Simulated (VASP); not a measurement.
Na4NO: single point with LDA

The system is Na4NO.

```
CELL_PARAMETERS angstrom
4.00744 0.00000 0.00000
0.00000 4.00744 0.00000
0.00000 0.00000 5.86428
ATOMIC_POSITIONS crystal
Na 0.97085 0.44481 0.23904
Na 0.50297 0.96855 0.73173
Na 0.98263 0.51618 0.77183
Na 0.46775 0.04336 0.27086
N 0.03571 0.98874 0.96596
O 0.48960 0.52763 0.48376
```

```yaml
Program: VASP 6.6.1
Task: single point
Functional: LDA
Potentials_or_basis: VASP PAW LDA potentials, release 64 (Na_pv, N, O)
Cutoff: 520 eV
k_mesh: 2 × 2 × 1, shifted
Occupations: methfessel-paxton, width 0.1 eV
Spin: no spin polarisation
Dipole_correction: no
Further_INCAR_settings: ALGO = Normal; EDIFF = 1e-06; NBANDS = 28
```

```yaml
Pressure: -2.5 GPa
Largest_force: 1.045 eV/Å
```

Forces in eV/Å, atoms in the order of the input:
```
Na   0.116  0.876  0.323
Na   0.065  0.344  0.056
Na   0.175 -0.607 -0.833
Na   0.047 -0.750 -0.265
N   -0.420  0.422  0.703
O    0.016 -0.285  0.015
```

Stress tensor (GPa, compression positive):
```
-0.94 -0.06 -0.30
-0.06 -0.87  0.47
-0.30  0.47 -5.55
```

Levels at points of the mesh, in eV from the Fermi level:
| k point | band 15 | band 16 | band 17 | band 18 | band 19 | band 20 | band 21 | band 22 | band 23 | band 24 |
| --- | --- | --- | --- | --- | --- | --- | --- | --- | --- | --- |
| (0.25, 0.25, 0.50) | -1.48 | -1.45 | -1.09 | -0.12 | -0.06 | 0.00 | 4.43 | 4.85 | 6.96 | 7.43 |

Run time: 4.9 s on 1 thread of Intel(R) Xeon(R) 6975P-C (Granite Rapids) (shared host), peak memory 0.15 GiB.

Caveat: the k points lie up to 1.07 Å⁻¹ apart; an odd number of electrons without spin polarisation forces a metal; a magnetic or distorted state may lie lower.
